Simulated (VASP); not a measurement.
# Li4Al2Mo (P4/mmm) in VASP: notebook

Runs on Li4Al2Mo. Level: PBE. Tasks: single point, relaxation of cell and atoms.

All numbers are computed with VASP 6.6.1; they aren't measurements. Logs are shortened: lines on timing, memory, paths and dates and some standing lists are left out, and cuts for length are marked.

### 1 The cell of the first run

Symmetry: P4/mmm, No. 123, tetragonal system. Conventional cell: a = 5.474 Å, b = 5.474 Å, c = 3.870 Å, α = 90.00°, β = 90.00°, γ = 90.00°. Within 2.8 Å of Li (site symmetry m2m) lie 3 Li at 2.09 to 2.51 Å and 2 Al at 2.31 Å and 2 Mo at 2.44 Å. Within 3.0 Å of Al (site symmetry mmm) lie 4 Li at 2.31 Å and 2 Mo at 2.74 Å. Mo (site symmetry 4/mmm) has 8 Li at 2.44 Å and 4 Al at 2.74 Å within 3.2 Å.

The cell was generated, and may not be a known phase.

### 2 Single point, PBE

Input file INCAR:

```
PREC = Accurate
ENCUT = 520
EDIFF = 1E-6
ISMEAR = 0
SIGMA = 0.1
LREAL = False
LASPH = True
NELM = 60
ALGO = Normal
ISIF = 2
LWAVE = False
LCHARG = False
GGA = PE
NBANDS = 25
```

Input file KPOINTS:

```
regular mesh
0
Gamma
  4 4 4
```

Input file POSCAR:

```
Li4Al2Mo
1.0
    5.4742219600      0.0000000000      0.0000000000
    0.0000000000      5.4742219600      0.0000000000
    0.0000000000      0.0000000000      3.8699679700
Li Al Mo
4 2 1
Direct
    0.2296476300      0.5000000000      0.0000000000
    0.7703523700      0.5000000000      0.0000000000
    0.5000000000      0.2296476300      0.0000000000
    0.5000000000      0.7703523700      0.0000000000
    0.0000000000      0.5000000000      0.5000000000
    0.5000000000      0.0000000000      0.5000000000
    0.5000000000      0.5000000000      0.5000000000
```

Potentials or basis: VASP PAW PBE potentials, release 64 (Li_sv, Al, Mo_sv).

The run is started by

```
$ cat potpaw_PBE.64/Li_sv/POTCAR potpaw_PBE.64/Al/POTCAR potpaw_PBE.64/Mo_sv/POTCAR > POTCAR
$ mpirun -np 1 vasp_std > vasp.out
```

OUTCAR:

```text
PREC = Accurate
   ENCUT = 520
   EDIFF = 1E-6
   ISMEAR = 0
   LREAL = False
   LASPH = True
   NELM = 60
   ISIF = 2
   GGA = PE

 ion  position               nearest neighbor table
   1  0.230  0.500  0.000-   3 2.09   4 2.09   5 2.31   5 2.31   7 2.44   7 2.44   2 2.51
   2  0.770  0.500  0.000-   3 2.09   4 2.09   5 2.31   5 2.31   7 2.44   7 2.44   1 2.51
   3  0.500  0.230  0.000-   1 2.09   2 2.09   6 2.31   6 2.31   7 2.44   7 2.44   4 2.51
   4  0.500  0.770  0.000-   1 2.09   2 2.09   6 2.31   6 2.31   7 2.44   7 2.44   3 2.51
   5  0.000  0.500  0.500-   1 2.31   2 2.31   1 2.31   2 2.31   7 2.74   7 2.74
   6  0.500  0.000  0.500-   3 2.31   4 2.31   3 2.31   4 2.31   7 2.74   7 2.74
   7  0.500  0.500  0.500-   1 2.44   2 2.44   3 2.44   4 2.44   1 2.44   2 2.44   3 2.44   4 2.44
                             5 2.74   6 2.74   6 2.74   5 2.74

  LATTYP: Found a simple tetragonal cell.
 ALAT       =     5.4742219600
 C/A-ratio  =     0.7069439271

  Lattice vectors:

 A1 = (   5.4742219600,   0.0000000000,   0.0000000000)
 A2 = (   0.0000000000,   5.4742219600,   0.0000000000)
 A3 = (   0.0000000000,   0.0000000000,   3.8699679700)

Analysis of symmetry for initial positions (statically):
=====================================================================
 Subroutine PRICEL returns:
 Original cell was already a primitive cell.

 Routine SETGRP: Setting up the symmetry group for a
 simple tetragonal supercell.

 Subroutine GETGRP returns: Found 16 space group operations
 (whereof 16 operations were pure point group operations)
 out of a pool of 16 trial point group operations.

The static configuration has the point symmetry D_4h.

Analysis of symmetry for dynamics (positions and initial velocities):
=====================================================================
 Subroutine PRICEL returns:
 Original cell was already a primitive cell.

 Routine SETGRP: Setting up the symmetry group for a
 simple tetragonal supercell.

 Subroutine GETGRP returns: Found 16 space group operations
 (whereof 16 operations were pure point group operations)
 out of a pool of 16 trial point group operations.

The dynamic configuration has the point symmetry D_4h.

 Subroutine INISYM returns: Found 16 space group operations
 (whereof 16 operations are pure point group operations),
 and found     1 'primitive' translations

----------------------------------------------------------------------------------------

                                     Primitive cell

  volume of cell :     115.9717

  direct lattice vectors                    reciprocal lattice vectors
     5.474221960  0.000000000  0.000000000     0.182674361  0.000000000  0.000000000
     0.000000000  5.474221960  0.000000000     0.000000000  0.182674361  0.000000000
     0.000000000  0.000000000  3.869967970     0.000000000  0.000000000  0.258400071

  length of vectors
     5.474221960  5.474221960  3.869967970     0.182674361  0.182674361  0.258400071

  position of ions in fractional coordinates (direct lattice)
     0.229647630  0.500000000  0.000000000
     0.770352370  0.500000000  0.000000000
     0.500000000  0.229647630  0.000000000
     0.500000000  0.770352370  0.000000000
     0.000000000  0.500000000  0.500000000
     0.500000000  0.000000000  0.500000000
     0.500000000  0.500000000  0.500000000

  ion indices of the primitive-cell ions
   primitive index   ion index
                 1           1
                 2           2
                 3           3
                 4           4
                 5           5
                 6           6
                 7           7

----------------------------------------------------------------------------------------

 KPOINTS: regular mesh

Automatic generation of k-mesh.
 Grid dimensions read from file:
 generate k-points for:    4    4    4

 Generating k-lattice:

  Cartesian coordinates                     Fractional coordinates (reciprocal lattice)
     0.045668590  0.000000000  0.000000000     0.250000000  0.000000000  0.000000000
     0.000000000  0.045668590  0.000000000     0.000000000  0.250000000  0.000000000
     0.000000000  0.000000000  0.064600018     0.000000000  0.000000000  0.250000000

  Length of vectors
     0.045668590  0.045668590  0.064600018

  Shift w.r.t. Gamma in fractional coordinates (k-lattice)
     0.000000000  0.000000000  0.000000000

 Subroutine IBZKPT returns following result:
 ===========================================

 Found     18 irreducible k-points:

 Following reciprocal coordinates:
            Coordinates               Weight
  0.000000  0.000000  0.000000      1.000000
  0.250000  0.000000  0.000000      4.000000
  0.500000  0.000000  0.000000      2.000000
  0.250000  0.250000  0.000000      4.000000
  0.500000  0.250000  0.000000      4.000000
  0.500000  0.500000  0.000000      1.000000
[... 10 lines left out ...]
  0.500000  0.250000  0.500000      4.000000
  0.500000  0.500000  0.500000      1.000000
   k-points           NKPTS =     18   k-points in BZ     NKDIM =     18   number of bands    NBANDS=     25
   number of dos      NEDOS =    301   number of ions     NIONS =      7
   total plane-waves  NPLWV =  52920
   dimension x,y,z NGX =    42 NGY =   42 NGZ =   30
   dimension x,y,z NGXF=    84 NGYF=   84 NGZF=   60
   ions per type =               4   2   1
   NGX,Y,Z   is equivalent  to a cutoff of  12.75, 12.75, 12.89 a.u.
   NGXF,Y,Z  is equivalent  to a cutoff of  25.51, 25.51, 25.77 a.u.
 SYSTEM =  unknown system
   PREC   = accura    normal or accurate (medium, high low for compatibility)
   ISTART =      0    job   : 0-new  1-cont  2-samecut
   ICHARG =      2    charge: 1-file 2-atom 10-const
   ISPIN  =      1    spin polarized calculation?
   LNONCOLLINEAR =      F non collinear calculations
   LSORBIT =      F    spin-orbit coupling
   LASPH  =      T    aspherical Exc in radial PAW
   ENCUT  =  520.0 eV  38.22 Ry    6.18 a.u.  10.18 10.18  7.20*2*pi/ulx,y,z
   NELM   =     60;   NELMIN=  2; NELMDL= -5     # of ELM steps
   EDIFF  = 0.1E-05   stopping-criterion for ELM
   LREAL  =      F    real-space projection
   EDIFFG = 0.1E-04   stopping-criterion for IOM
   NSW    =      0    number of steps for IOM
   IBRION =     -1    ionic relax: 0-MD 1-quasi-New 2-CG
   NFREE  =      0    steps in history (QN), initial steepest desc. (CG)
   ISIF   =      2    stress and relaxation
   ISYM   =      2    0-nonsym 1-usesym 2-fastsym
   POTIM  = 0.5000    time-step for ionic-motion
   TEBEG  =    0.0;   TEEND  =   0.0 temperature during run
   PSTRESS=    0.0 pullay stress
   NELECT =      32.0000    total number of electrons
   NUPDOWN=      -1.0000    fix difference up-down
   EMIN   =  10.00;   EMAX   =-10.00  energy-range for DOS
   EFERMI =   0.00;   METHOD = LEGACY
   ISMEAR =     0;   SIGMA  =   0.10  broadening in eV -4-tet -1-fermi 0-gaus
   EFERMI_NEDOS =   21; number of points for ismear=-14 and -15
   IALGO  =     38    algorithm
   IMIX   =      4    mixing-type and parameters
     AMIX     =   0.40;   BMIX     =  1.00
     AMIX_MAG =   1.60;   BMIX_MAG =  1.00
  volume/ion in A,a.u.               =      16.57       111.80
  Fermi-wavevector in a.u.,A,eV,Ry     =   1.065796  2.014062 15.455146  1.135921
  Thomas-Fermi vector in A             =   2.201359
   LORBIT       =      0    0 simple, 1 ext, 2 COOP (PROOUT), +10 PAW based schemes
   GGA     = PE    functional components
   LHFCALC =     F    Hartree Fock is set to
   AEXX    =    0.0000 exact exchange contribution
   IVDW    =     0    specifies the selected vdW correction
   LEPSILON=     F    determine dielectric tensor
   LRPA    =     F    only Hartree local field effects (RPA)
 non-spin polarized calculation
 Gauss-broadening in eV      SIGMA  =   0.10
  energy-cutoff  :      520.00
  volume of cell :      115.97
 maximum number of plane-waves:      3192
 NGX is ok and might be reduce to    42
   NGX = 21   NGY = 21   NGZ = 15

 number of electron      31.9999987 magnetization

 Free energy of the ion-electron system (eV)
  ---------------------------------------------------
  ext. energy  EPLUGINS =         0.00000000
  ---------------------------------------------------
  free energy    TOTEN  =       -19.48016223 eV

  energy without entropy =      -19.46688339  energy(sigma->0) =      -19.47352281

 E-fermi :   3.6830     XC(G=0):  -8.7587

 val. band max:        3.6736805573   @ k =   0.2500   0.0000   0.2500
 cond. band min:       3.6926210342   @ k =   0.5000   0.0000   0.0000
 fundamental gap:      0.0189404769
 Fermi energy:         3.6830174315

 k-point     1 :       0.0000    0.0000    0.0000
  band No.  band energies     occupation
      1     -55.9441      2.00000
      2     -41.9285      2.00000
      3     -41.7770      2.00000
      4     -41.7770      2.00000
      5     -41.6861      2.00000
      6     -30.1941      2.00000
[... 17 lines left out ...]
     24       9.3194      0.00000
     25      10.8206      0.00000

 k-point     2 :       0.2500    0.0000    0.0000
  band No.  band energies     occupation
      1     -55.9441      2.00000
      2     -41.9225      2.00000
      3     -41.7911      2.00000
      4     -41.7770      2.00000
      5     -41.6779      2.00000
      6     -30.1941      2.00000
[... 17 lines left out ...]
     24       9.7467      0.00000
     25      10.8415      0.00000

 k-point     3 :       0.5000    0.0000    0.0000
  band No.  band energies     occupation
      1     -55.9441      2.00000
      2     -41.9155      2.00000
      3     -41.8048      2.00000
      4     -41.7770      2.00000
      5     -41.6712      2.00000
      6     -30.1941      2.00000
[... 384 lines left out ...]
 k-point    17 :       0.5000    0.2500    0.5000
  band No.  band energies     occupation
      1     -55.9419      2.00000
      2     -41.9170      2.00000
      3     -41.8026      2.00000
      4     -41.7889      2.00000
      5     -41.6637      2.00000
      6     -30.2065      2.00000
[... 17 lines left out ...]
     24       8.9576      0.00000
     25      10.2329      0.00000

 k-point    18 :       0.5000    0.5000    0.5000
  band No.  band energies     occupation
      1     -55.9420      2.00000
      2     -41.9094      2.00000
      3     -41.8027      2.00000
      4     -41.8027      2.00000
      5     -41.6578      2.00000
      6     -30.2065      2.00000
[... 17 lines left out ...]
     24      10.8630      0.00000
     25      10.8630      0.00000

------------------------ aborting loop because EDIFF is reached ----------------------------------------

  FORCE on cell =-STRESS in cart. coord.  units (eV):
  Direction    XX          YY          ZZ          XY          YZ          ZX
  --------------------------------------------------------------------------------------
  -------------------------------------------------------------------------------------
  Total        4.7707926      4.7707926     24.9325615      0.0000000      0.0000000      0.0000000
  in kB       65.9096406     65.9096406    344.4492998      0.0000000      0.0000000      0.0000000
  external PRESSURE =     158.7561937 kB  Pullay stress =       0.0000000 kB

 VOLUME and BASIS-vectors are now :
 -----------------------------------------------------------------------------
  energy-cutoff  :      520.00
  volume of cell :      115.97
      direct lattice vectors                 reciprocal lattice vectors
     5.474221960  0.000000000  0.000000000     0.182674361  0.000000000  0.000000000
     0.000000000  5.474221960  0.000000000     0.000000000  0.182674361  0.000000000
     0.000000000  0.000000000  3.869967970     0.000000000  0.000000000  0.258400071

 POSITION                                       TOTAL-FORCE (eV/Angst)
 -----------------------------------------------------------------------------------
      1.25714      2.73711      0.00000        -0.565014     -0.000000      0.000000
      4.21708      2.73711      0.00000         0.565014     -0.000000      0.000000
      2.73711      1.25714      0.00000        -0.000000     -0.565014      0.000000
      2.73711      4.21708      0.00000        -0.000000      0.565014      0.000000
      0.00000      2.73711      1.93498        -0.000000      0.000000      0.000000
      2.73711      0.00000      1.93498        -0.000000      0.000000      0.000000
      2.73711      2.73711      1.93498        -0.000000      0.000000      0.000000
 -----------------------------------------------------------------------------------
    total drift:                                0.000000     -0.000000     -0.000000

  FREE ENERGIE OF THE ION-ELECTRON SYSTEM (eV)
  ---------------------------------------------------
  free  energy   TOTEN  =       -19.4801622275 eV

  energy  without entropy=      -19.4668833889  energy(sigma->0) =      -19.47352281
```

It took 36 s on 1 thread of AMD EPYC 9R45 (Zen 5), shared host; peak memory 0.2 GiB.

Results:

* Free energy: -19.4802 eV
* Largest force: 0.565 eV/Å
* Band gap on the k mesh: zero (bands 16 and 17 overlap by 0.62 eV)

Forces on the atoms (eV/Å):
```
Li  -0.565  0.000  0.000
Li   0.565  0.000  0.000
Li   0.000 -0.565  0.000
Li   0.000  0.565  0.000
Al   0.000  0.000  0.000
Al   0.000  0.000  0.000
Mo   0.000  0.000  0.000
```

Caveat: the k points lie up to 0.41 Å⁻¹ apart, too coarse for converged energies and pressures of a metal; the cutoff is under 1.25 times the usual one of these potentials, so pressure, stress and relaxed cells hold a basis-set (Pulay) error.

(Part 1 of 2 ends here.)

The gap in the log of VASP goes by the Fermi energy; the results here count the filled bands.